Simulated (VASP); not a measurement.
# Ru (C2/m) in VASP: notebook

Ru is run at these levels: r2SCAN; tasks: single point.

All numbers are computed with VASP 6.6.1; they aren't measurements. Logs are shortened: lines on timing, memory, paths and dates and some standing lists are left out, and cuts for length are marked.

## (1) The cell of the first run

The structure is monoclinic, space group C2/m (No. 12). Conventional cell: a = 4.672 Å, b = 2.697 Å, c = 4.370 Å, α = 90.00°, β = 90.00°, γ = 90.00°. Within 2.5 Å of Ru (site symmetry m) lie 3 Ru at 1.88 to 2.39 Å.

## (2) Single point, r2SCAN (shortest bond scaled by 0.7)

Contents of POSCAR:

```
Ru
1.0
    2.6974396414      0.0000000000      0.0000000000
   -1.3487198207      2.3360512546      0.0000000000
    0.0000000000      0.0000000000      4.3698522191
Ru
2
Direct
    0.2333333333      0.6166666667      0.1750000000
    0.7666666667      0.3833333333      0.8250000000
```

Contents of INCAR.step1:

```
SYSTEM = Ru
PREC     = Accurate       ! precision mode
ENCUT    = 520            ! plane-wave cutoff, eV
ISMEAR   = -1             ! smearing method
SIGMA    = 0.05           ! smearing width, eV
LREAL    = .False.        ! projectors in reciprocal space
LASPH    = .True.         ! aspherical terms in the spheres
NELM     = 80             ! most SCF steps
NBANDS   = 21             ! bands
GGA      = PE             ! functional
ALGO     = Normal         ! electronic algorithm
EDIFF    = 1E-4           ! SCF threshold, eV
LWAVE    = .True.         ! write WAVECAR
LCHARG   = .False.        ! write CHGCAR
```

Contents of INCAR.step2:

```
SYSTEM = Ru
PREC     = Accurate       ! precision mode
ENCUT    = 520            ! plane-wave cutoff, eV
EDIFF    = 1E-7           ! SCF threshold, eV
ISMEAR   = -1             ! smearing method
SIGMA    = 0.05           ! smearing width, eV
LREAL    = .False.        ! projectors in reciprocal space
LASPH    = .True.         ! aspherical terms in the spheres
NELM     = 80             ! most SCF steps
ALGO     = Normal         ! electronic algorithm
ISIF     = 2              ! what is computed and relaxed
LWAVE    = .False.        ! write WAVECAR
LCHARG   = .False.        ! write CHGCAR
METAGGA  = R2SCAN         ! meta-GGA
LMIXTAU  = .True.       
NBANDS   = 21             ! bands
ISTART   = 1
```

Contents of KPOINTS:

```
Automatic mesh
0
Gamma
  13 13 7
  0 0 0
```

Potentials or basis: VASP PAW PBE potentials, release 64 (Ru_pv).

Launch:

```
$ cat potpaw_PBE.64/Ru_pv/POTCAR > POTCAR
$ cp INCAR.step1 INCAR
$ mpirun -np 1 vasp_std > vasp.out
$ cp INCAR.step2 INCAR
$ mpirun -np 1 vasp_std > vasp.out
```

OUTCAR:

```text
SYSTEM = Ru
   PREC = Accurate
   ENCUT = 520
   EDIFF = 1E-7
   ISMEAR = -1
   LREAL = .False.
   LASPH = .True.
   NELM = 80
   ISIF = 2
   METAGGA = R2SCAN
   ISTART = 1

 ion  position               nearest neighbor table
   1  0.233  0.617  0.175-   2 1.88   2 2.39   2 2.39   2 3.04   2 3.29   2 3.29
   2  0.767  0.383  0.825-   1 1.88   1 2.39   1 2.39   1 3.04   1 3.29   1 3.29

  LATTYP: Found a hexagonal cell.
 ALAT       =     2.6974396414
 C/A-ratio  =     1.6200000000

  Lattice vectors:

 A1 = (   2.6974396414,   0.0000000000,   0.0000000000)
 A2 = (  -1.3487198207,   2.3360512546,   0.0000000000)
 A3 = (   0.0000000000,   0.0000000000,   4.3698522191)

Analysis of symmetry for initial positions (statically):
=====================================================================
 Subroutine PRICEL returns:
 Original cell was already a primitive cell.

 Routine SETGRP: Setting up the symmetry group for a
 hexagonal supercell.

 Subroutine GETGRP returns: Found  4 space group operations
 (whereof  4 operations were pure point group operations)
 out of a pool of 24 trial point group operations.

The static configuration has the point symmetry C_2h.

Analysis of symmetry for dynamics (positions and initial velocities):
=====================================================================
 Subroutine PRICEL returns:
 Original cell was already a primitive cell.

 Routine SETGRP: Setting up the symmetry group for a
 hexagonal supercell.

 Subroutine GETGRP returns: Found  4 space group operations
 (whereof  4 operations were pure point group operations)
 out of a pool of 24 trial point group operations.

The dynamic configuration has the point symmetry C_2h.

 Subroutine INISYM returns: Found  4 space group operations
 (whereof  4 operations are pure point group operations),
 and found     1 'primitive' translations

----------------------------------------------------------------------------------------

                                     Primitive cell

  volume of cell :      27.5360

  direct lattice vectors                    reciprocal lattice vectors
     2.697439641  0.000000000  0.000000000     0.370721919  0.214036400  0.000000000
    -1.348719821  2.336051255  0.000000000     0.000000000  0.428072799  0.000000000
     0.000000000  0.000000000  4.369852219     0.000000000  0.000000000  0.228840691

  length of vectors
     2.697439641  2.697439641  4.369852219     0.428072799  0.428072799  0.228840691

  position of ions in fractional coordinates (direct lattice)
     0.233333333  0.616666667  0.175000000
     0.766666667  0.383333333  0.825000000

  ion indices of the primitive-cell ions
   primitive index   ion index
                 1           1
                 2           2

----------------------------------------------------------------------------------------

 KPOINTS: Automatic mesh

Automatic generation of k-mesh.
 Grid dimensions read from file:
 generate k-points for:   13   13    7

 Generating k-lattice:

  Cartesian coordinates                     Fractional coordinates (reciprocal lattice)
     0.028517071  0.016464338  0.000000000     0.076923077  0.000000000  0.000000000
     0.000000000  0.032928677  0.000000000     0.000000000  0.076923077  0.000000000
     0.000000000  0.000000000  0.032691527     0.000000000  0.000000000  0.142857143

  Length of vectors
     0.032928677  0.032928677  0.032691527

  Shift w.r.t. Gamma in fractional coordinates (k-lattice)
     0.000000000  0.000000000  0.000000000

 Subroutine IBZKPT returns following result:
 ===========================================

 Found    322 irreducible k-points:

 Following reciprocal coordinates:
            Coordinates               Weight
  0.000000  0.000000  0.000000      1.000000
  0.076923  0.000000  0.000000      2.000000
  0.000000  0.076923  0.000000      4.000000
  0.153846  0.000000  0.000000      2.000000
  0.000000  0.153846  0.000000      4.000000
  0.230769  0.000000  0.000000      2.000000
[... 16 lines left out ...]
 -0.076923  0.384615  0.000000      4.000000
 -0.384615  0.307692  0.000000      4.000000
 [... further k-points ...]
   k-points           NKPTS =    322   k-points in BZ     NKDIM =    322   number of bands    NBANDS=     21
   number of dos      NEDOS =    301   number of ions     NIONS =      2
   total plane-waves  NPLWV =  14400
   dimension x,y,z NGX =    20 NGY =   20 NGZ =   36
   dimension x,y,z NGXF=    40 NGYF=   40 NGZF=   72
   ions per type =               2
   NGX,Y,Z   is equivalent  to a cutoff of  12.33, 12.33, 13.70 a.u.
   NGXF,Y,Z  is equivalent  to a cutoff of  24.65, 24.65, 27.39 a.u.
 SYSTEM =  Ru
   PREC   = accura    normal or accurate (medium, high low for compatibility)
   ISTART =      1    job   : 0-new  1-cont  2-samecut
   ICHARG =      0    charge: 1-file 2-atom 10-const
   ISPIN  =      1    spin polarized calculation?
   LNONCOLLINEAR =      F non collinear calculations
   LSORBIT =      F    spin-orbit coupling
   LASPH  =      T    aspherical Exc in radial PAW
   ENCUT  =  520.0 eV  38.22 Ry    6.18 a.u.   5.02  5.02  8.13*2*pi/ulx,y,z
   NELM   =     80;   NELMIN=  2; NELMDL=  0     # of ELM steps
   EDIFF  = 0.1E-06   stopping-criterion for ELM
   LREAL  =      F    real-space projection
   EDIFFG = 0.1E-05   stopping-criterion for IOM
   NSW    =      0    number of steps for IOM
   IBRION =     -1    ionic relax: 0-MD 1-quasi-New 2-CG
   NFREE  =      0    steps in history (QN), initial steepest desc. (CG)
   ISIF   =      2    stress and relaxation
   ISYM   =      2    0-nonsym 1-usesym 2-fastsym
   POTIM  = 0.5000    time-step for ionic-motion
   TEBEG  =    0.0;   TEEND  =   0.0 temperature during run
   PSTRESS=    0.0 pullay stress
   NELECT =      28.0000    total number of electrons
   NUPDOWN=      -1.0000    fix difference up-down
   EMIN   =  10.00;   EMAX   =-10.00  energy-range for DOS
   EFERMI =   0.00;   METHOD = LEGACY
   ISMEAR =    -1;   SIGMA  =   0.05  broadening in eV -4-tet -1-fermi 0-gaus
   EFERMI_NEDOS =   21; number of points for ismear=-14 and -15
   IALGO  =     38    algorithm
   IMIX   =      4    mixing-type and parameters
     AMIX     =   0.40;   BMIX     =  1.00
     AMIX_MAG =   1.60;   BMIX_MAG =  1.00
  volume/ion in A,a.u.               =      13.77        92.91
  Fermi-wavevector in a.u.,A,eV,Ry     =   1.646243  3.110948 36.873358  2.710115
  Thomas-Fermi vector in A             =   2.735904
   LORBIT       =      0    0 simple, 1 ext, 2 COOP (PROOUT), +10 PAW based schemes
   METAGGA = R2SCAN    functional components
   LHFCALC =     F    Hartree Fock is set to
   AEXX    =    0.0000 exact exchange contribution
   IVDW    =     0    specifies the selected vdW correction
   LEPSILON=     F    determine dielectric tensor
   LRPA    =     F    only Hartree local field effects (RPA)
 non-spin polarized calculation
  energy-cutoff  :      520.00
  volume of cell :       27.54
 maximum number of plane-waves:       764
   NGX =  9   NGY =  9   NGZ = 17

 number of electron      28.0000003 magnetization

 Free energy of the ion-electron system (eV)
  ---------------------------------------------------
  ext. energy  EPLUGINS =         0.00000000
  ---------------------------------------------------
  free energy    TOTEN  =       -45.41916630 eV

  energy without entropy =      -45.40135730  energy(sigma->0) =      -45.41026180

 E-fermi :  13.0642     XC(G=0): -14.9031

 val. band max:       13.0639361771   @ k =  -0.3077   0.1538   0.1429
 cond. band min:      13.0666793763   @ k =  -0.4615   0.3077   0.2857
 fundamental gap:      0.0027431992
 Fermi energy:        13.0641987833

 k-point     1 :       0.0000    0.0000    0.0000
  band No.  band energies     occupation
      1     -35.1855      2.00000
      2     -31.8168      2.00000
      3     -31.7410      2.00000
      4     -31.5840      2.00000
      5     -31.3869      2.00000
      6     -30.1498      2.00000
[... 13 lines left out ...]
     20      21.4790      0.00000
     21      21.5253      0.00000

 k-point     2 :       0.0769    0.0000    0.0000
  band No.  band energies     occupation
      1     -35.1964      2.00000
      2     -31.9900      2.00000
      3     -31.8024      2.00000
      4     -31.4832      2.00000
      5     -31.3489      2.00000
      6     -30.1555      2.00000
[... 13 lines left out ...]
     20      21.4850      0.00000
     21      21.5262      0.00000

 k-point     3 :       0.0000    0.0769    0.0000
  band No.  band energies     occupation
      1     -35.1869      2.00000
      2     -31.9555      2.00000
      3     -31.7162      2.00000
      4     -31.6126      2.00000
      5     -31.3549      2.00000
      6     -30.1503      2.00000
[... 13 lines left out ...]
     20      21.4803      0.00000
     21      21.5257      0.00000

 k-point     4 :       0.1538    0.0000    0.0000
  band No.  band energies     occupation
      1     -35.2297      2.00000
      2     -32.2765      2.00000
      3     -31.9341      2.00000
      4     -31.3925      2.00000
      5     -31.2815      2.00000
      6     -30.1709      2.00000
[... 13 lines left out ...]
     20      21.5122      0.00000
     21      21.5459      0.00000

 k-point     5 :       0.0000    0.1538    0.0000
  band No.  band energies     occupation
      1     -35.1918      2.00000
      2     -32.2219      2.00000
      3     -31.7279      2.00000
      4     -31.6642      2.00000
      5     -31.3274      2.00000
      6     -30.1520      2.00000
[... 13 lines left out ...]
     20      21.4852      0.00000
     21      21.5275      0.00000
[... 382 lines left out ...]
     20      21.7268      0.00000
     21      21.9192      0.00000

 k-point    22 :       0.3077    0.0769    0.0000
  band No.  band energies     occupation
      1     -35.3798      2.00000
      2     -32.9339      2.00000
      3     -32.2922      2.00000
      4     -31.3359      2.00000
      5     -31.2071      2.00000
      6     -30.2569      2.00000
[... 13 lines left out ...]
     20      21.7527      0.00000
     21      22.7850      0.00000

 k-point    23 :      -0.0769    0.3846    0.0000
  band No.  band energies     occupation
      1     -35.2084      2.00000
      2     -32.8944      2.00000
      3     -32.0934      2.00000
      4     -31.6174      2.00000
      5     -31.4215      2.00000
      6     -30.1654      2.00000
[... 13 lines left out ...]
     20      21.5377      0.00000
     21      22.6727      0.00000

 k-point    24 :      -0.3846    0.3077    0.0000
  band No.  band energies     occupation
      1     -35.2505      2.00000
      2     -32.9669      2.00000
      3     -31.9741      2.00000
      4     -31.6617      2.00000
      5     -31.3596      2.00000
      6     -30.1894      2.00000
[... 13 lines left out ...]
     20      21.9289      0.00000
     21      23.0451      0.00000

 [... further k-points ...]

------------------------ aborting loop because EDIFF is reached ----------------------------------------

  FORCE on cell =-STRESS in cart. coord.  units (eV):
  Direction    XX          YY          ZZ          XY          YZ          ZX
  --------------------------------------------------------------------------------------
  -------------------------------------------------------------------------------------
  Total       18.9425355      9.9191824     26.2043192      7.8144530      6.5401070     11.3277901
  in kB     1102.1681061    577.1458876   1524.6937160    454.6825787    380.5349797    659.1054816
  external PRESSURE =    1068.0025699 kB  Pullay stress =       0.0000000 kB

 VOLUME and BASIS-vectors are now :
 -----------------------------------------------------------------------------
  energy-cutoff  :      520.00
  volume of cell :       27.54
      direct lattice vectors                 reciprocal lattice vectors
     2.697439641  0.000000000  0.000000000     0.370721919  0.214036400  0.000000000
    -1.348719821  2.336051255  0.000000000     0.000000000  0.428072799  0.000000000
     0.000000000  0.000000000  4.369852219     0.000000000  0.000000000  0.228840691

 POSITION                                       TOTAL-FORCE (eV/Angst)
 -----------------------------------------------------------------------------------
     -0.20231      1.44056      0.76472         7.491001      4.324932     19.166028
      1.55103      0.89549      3.60513        -7.491001     -4.324932    -19.166028
 -----------------------------------------------------------------------------------
    total drift:                                0.000000     -0.000000      0.000000

  FREE ENERGIE OF THE ION-ELECTRON SYSTEM (eV)
  ---------------------------------------------------
  free  energy   TOTEN  =       -45.4191663011 eV

  energy  without entropy=      -45.4013573007  energy(sigma->0) =      -45.41026180
```

Wall time 3.9 min (1 thread of Intel Xeon 6975P-C (Granite Rapids), shared host); peak memory 0.26 GiB.

What came out:

```yaml
Free_energy: -45.4192 eV
Pressure: 106.8 GPa
Largest_force: 21.028 eV/Å
Band_gap_on_the_k_mesh: zero (bands 14 and 15 overlap by 1.89 eV)
```

Forces on the atoms (eV/Å):
```
Ru    7.491   4.325  19.166
Ru   -7.491  -4.325 -19.166
```

Levels at points of the mesh, in eV from the Fermi level:
```csv
k point,band 11,band 12,band 13,band 14,band 15,band 16,band 17,band 18
"(0.00, 0.00, 0.00)",-4.95,-4.05,-2.48,-1.13,0.55,1.20,2.43,3.76
```

Caveat: the cell differs from its parent crystal (shortest bond scaled by 0.7); atoms lie so close that the PAW spheres overlap strongly, which falsifies energies and pressures; the stress differs along the axes, from 58 to 152 GPa; the PAW data sets were made with another functional, which shifts forces and pressure a little.

## (3) Single point, r2SCAN

POSCAR is that of step 2.

Contents of INCAR.step1:

```
  ALGO = Normal
  EDIFF = 1E-5
  ENCUT = 550
  GGA = PE
  GGA_COMPAT = False
  ISMEAR = -1
  LASPH = True
  LCHARG = False
  LREAL = False
  LWAVE = True
  NBANDS = 21
  NELM = 120
  PREC = Accurate
  SIGMA = 0.05
```

Contents of INCAR.step2:

```
  ALGO = Normal
  EDIFF = 1E-6
  ENCUT = 550
  GGA_COMPAT = False
  ISIF = 2
  ISMEAR = -1
  ISTART = 1
  LASPH = True
  LCHARG = True
  LELF = True
  LMIXTAU = True
  LREAL = False
  LVHAR = True
  LWAVE = False
  METAGGA = R2SCAN
  NBANDS = 21
  NELM = 120
  PREC = Accurate
  SIGMA = 0.05
```

Contents of KPOINTS:

```
k-points
0
Gamma
  13 13 7
```

Potentials or basis: VASP PAW PBE potentials, release 64 (Ru_pv).

Launch:

```
$ cat potpaw_PBE.64/Ru_pv/POTCAR > POTCAR
$ cp INCAR.step1 INCAR
$ mpirun -np 1 vasp_std > vasp.out
$ cp INCAR.step2 INCAR
$ mpirun -np 1 vasp_std > vasp.out
```

It took 14 min on 1 thread of Oxide Virtual Turin-like, shared host; peak memory 0.25 GiB.

Results (log left out):

* Free energy: -45.4186 eV
* Pressure: 106.8 GPa
* Largest force: 21.025 eV/Å
* Band gap on the k mesh: zero (bands 14 and 15 overlap by 1.89 eV)

Forces in eV/Å, atoms in the order of the input:
```
Ru    7.490   4.325  19.164
Ru   -7.490  -4.325 -19.164
```

Stress tensor (GPa, compression positive):
```
110.22  45.47  65.91
 45.47  57.72  38.05
 65.91  38.05 152.47
```

Levels at points of the mesh, in eV from the Fermi level:
| k point | band 12 | band 13 | band 14 | band 15 | band 16 | band 17 |
| --- | --- | --- | --- | --- | --- | --- |
| (0.00, 0.00, 0.00) | -4.05 | -2.48 | -1.13 | 0.55 | 1.20 | 2.43 |

Caveat: atoms lie so close that the PAW spheres overlap strongly, which falsifies energies and pressures; the stress differs along the axes, from 58 to 152 GPa; the PAW data sets were made with another functional, which shifts forces and pressure a little.
